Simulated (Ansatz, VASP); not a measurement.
C: VASP beside Ansatz

The input POSCAR:

```
C
1.0
    0.0000000000      1.6407280000      1.8547360000
    1.6407280000      0.0000000000      1.8547360000
    1.6407280000      1.6407280000      0.0000000000
C
2
Direct
    0.5000000000      0.5000000000      0.5000000000
    0.7500000000      0.7500000000      0.7500000000
```

Contents of INCAR.step1:

```
ALGO = Normal
EDIFF = 1E-4
ENCUT = 520
GGA = PE
ISMEAR = 0
LASPH = T
LCHARG = F
LREAL = F
LWAVE = T
NBANDS = 11
NELM = 80
PREC = Accurate
SIGMA = 0.05
```

INCAR.step2

```
ALGO = Normal
EDIFF = 1E-6
ENCUT = 520
ISIF = 2
ISMEAR = 0
ISTART = 1
LASPH = T
LCHARG = F
LMIXTAU = T
LREAL = F
LWAVE = F
METAGGA = R2SCAN
NBANDS = 11
NELM = 80
PREC = Accurate
SIGMA = 0.05
```

The input KPOINTS:

```
k-points
0
Gamma
  12 12 12
```

Input for Ansatz:

```yaml
crystal:
  lattice:
    - [0.0, 1.640728, 1.854736]
    - [1.640728, 0.0, 1.854736]
    - [1.640728, 1.640728, 0.0]
  atoms:
    - { symbol: C, position: [0.5, 0.5, 0.5] }
    - { symbol: C, position: [0.75, 0.75, 0.75] }
basis:
  ecutwfc: 500
kpoints:
  mp_grid: { grid: [12, 12, 12] }
hamiltonian:
  xc: r2scan
scf:
  occupations: { method: gaussian, width: 0.05 }
output:
  forces: true
  stress: true
  eigenvalues: true
```

Change from the starting cell: strain -0.080 along x and y, +0.040 along z, atoms carried along.

Alike in both runs: task single point; functional r2SCAN; k mesh 12 × 12 × 12; occupations gaussian, width 0.05 eV; no spin polarisation.

|  | VASP | Ansatz |
| --- | --- | --- |
| version | VASP 6.6.1 | Ansatz 0.2.0 |
| potentials or method | VASP PAW PBE potentials, release 64 (C), cutoff 520 eV | scalar-relativistic, plane waves, PAW |
| valence electrons in the cell | 8 | 8 |

|  | VASP | Ansatz | Ansatz less VASP |
| --- | --- | --- | --- |
| gap on the k mesh at the Fermi level (eV) | 2.91 | 2.95 | +0.032 |
| least direct gap on the mesh (eV) | 4.97 | 5.03 | +0.056 |
| pressure (GPa) | 70.6 | 68.9 | -1.68 |
| traceless stress, the component that is largest in VASP (GPa) | -103.80 | -104.05 | -0.248 |

VASP's potentials were made for PBE, not for r2SCAN. Both programs put the cell under a high pressure, so it lies far from rest at this level.

Noted on VASP's run: the cell as given lies far from equilibrium.
